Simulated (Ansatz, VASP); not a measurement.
CaPtS3: VASP beside Ansatz

Contents of INCAR:

```
SYSTEM = CaPtS3
ALGO = Normal
EDIFF = 1E-7
ENCUT = 520
GGA = PE
ISIF = 2
ISMEAR = 0
ISPIN = 2
LASPH = .TRUE.
LCHARG = .FALSE.
LMAXMIX = 4
LORBIT = 11
LREAL = .FALSE.
LWAVE = .FALSE.
MAGMOM = 0 1 0 0 0
NBANDS = 31
NELM = 150
PREC = Accurate
SIGMA = 0.1
```

KPOINTS

```
k-points
0
G
  4 4 4
  0 0 0
```

File POSCAR:

```
CaPtS3
1.0
    4.3906987051      0.0000000000      0.0000000000
    0.0000000000      4.3906987051      0.0000000000
    0.0000000000      0.0000000000      5.8515456076
Ca Pt S
1 1 3
Direct
    0.5000000000      0.5000000000      0.3843452795
    0.0000000000      0.0000000000      0.9247959419
    0.0000000000      0.5000000000      0.0675883110
    0.5000000000      0.0000000000      0.0675883110
    0.0000000000      0.0000000000      0.5246486965
```

Input for Ansatz:

```yaml
crystal:
  lattice:
    - [4.3906987051, 0.0, 0.0]
    - [0.0, 4.3906987051, 0.0]
    - [0.0, 0.0, 5.8515456076]
  atoms:
    - { symbol: Ca, position: [0.5, 0.5, 0.3843452795] }
    - { symbol: Pt, position: [0.0, 0.0, 0.9247959419], spin: 1.0 }
    - { symbol: S, position: [0.0, 0.5, 0.067588311] }
    - { symbol: S, position: [0.5, 0.0, 0.067588311] }
    - { symbol: S, position: [0.0, 0.0, 0.5246486965] }
basis:
  ecutwfc: 420
kpoints:
  mp_grid: { grid: [4, 4, 4] }
hamiltonian:
  xc: pbe
scf:
  occupations: { method: gaussian, width: 0.1 }
  lower_state_search: "off"
output:
  forces: true
  stress: true
  eigenvalues: true
  populations: true
magnetization:
  spin_polarized: true
```

Alike in both runs: task single point; functional PBE; k mesh 4 × 4 × 4; occupations gaussian, width 0.1 eV; collinear spin.

|  | VASP | Ansatz |
| --- | --- | --- |
| version | VASP 6.6.1 | Ansatz 0.2.0 |
| potentials or method | VASP PAW PBE potentials, release 64 (Ca_sv, Pt, S), cutoff 520 eV | scalar-relativistic, plane waves, PAW |
| valence electrons in the cell | 38 | 46 |

|  | VASP | Ansatz | Ansatz less VASP |
| --- | --- | --- | --- |
| gap on the k mesh at the Fermi level (eV) | none | none | - |
| pressure (GPa) | -0.1 | 0.0 | +0.09 |
| rms of the force components (eV/Å) | 0.014 | 0.005 | -0.0086 |
| net moment per atom (μB) | 0.00 | 0.00 | 0.000 |

Atom by atom the forces differ by 0.013 eV/Å (rms over components). A gap of «none» marks a metal or a gap that the smearing closes. VASP's potentials hold 38 valence electrons a cell and Ansatz's 46, so a difference there can come from the potentials and not from the codes. Ansatz's warnings: seeded moment not kept.

Spin-orbit coupling is off throughout.
